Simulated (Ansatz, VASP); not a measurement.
**Two plane-wave programs on Os**

```xyz
1
Lattice="0.0000 1.8784 1.8784 1.8784 0.0000 1.8784 1.8784 1.8784 0.0000" Properties=species:S:1:pos:R:3 pbc="T T T"
Os    0.0000    0.0000    0.0000
```

Alike in both runs: task single point; functional PBE; k mesh 18 × 18 × 18; occupations gaussian, width 0.1 eV; no spin polarisation.

|  | VASP | Ansatz |
| --- | --- | --- |
| version | VASP 6.6.1 | Ansatz 0.2.0 |
| potentials or method | VASP PAW PBE potentials, release 64 (Os), cutoff 520 eV | scalar-relativistic, plane waves, PAW |
| valence electrons in the cell | 8 | 16 |

|  | VASP | Ansatz | Ansatz less VASP |
| --- | --- | --- | --- |
| gap on the k mesh at the Fermi level (eV) | none | none | - |
| pressure (GPa) | 37.5 | 36.7 | -0.82 |

A gap of «none» marks a metal or a gap that the smearing closes. Both programs put the cell under a high pressure, so it lies far from rest at this level. VASP's potentials hold 8 valence electrons a cell and Ansatz's 16, so a difference there can come from the potentials and not from the codes.

Neither program's run includes spin-orbit coupling.
